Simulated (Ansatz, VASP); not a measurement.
## Two plane-wave programs on Os

```
Os
1.0
     1.35993    0.78516    4.74757
    -1.35993    0.78516    4.74757
     0.00000   -1.57032    4.74757
Os
2
Direct
  0.09211 0.09211 0.09211
  0.90789 0.90789 0.90789
```

Alike in both runs: functional PBE; k mesh 9 × 9 × 9; occupations gaussian, width 0.1 eV; no spin polarisation.

Ansatz relaxed the structure, and its values are those at the end. VASP's run is a single point on that final structure, the one shown.

|  | VASP | Ansatz |
| --- | --- | --- |
| version | VASP 6.6.1 | Ansatz 0.2.0 |
| potentials or method | VASP PAW PBE potentials, release 64 (Os), cutoff 520 eV | scalar-relativistic, plane waves, PAW |
| valence electrons in the cell | 16 | 32 |

|  | VASP | Ansatz | Ansatz less VASP |
| --- | --- | --- | --- |
| gap on the k mesh at the Fermi level (eV) | none | none | - |
| pressure (GPa) | -0.1 | 0.2 | +0.30 |
| rms of the force components (eV/Å) | 0.011 | 0.000 | -0.0110 |

A gap of «none» marks a metal or a gap that the smearing closes. VASP's potentials hold 16 valence electrons a cell and Ansatz's 32, so a difference there can come from the potentials and not from the codes.

Spin-orbit coupling is off throughout.
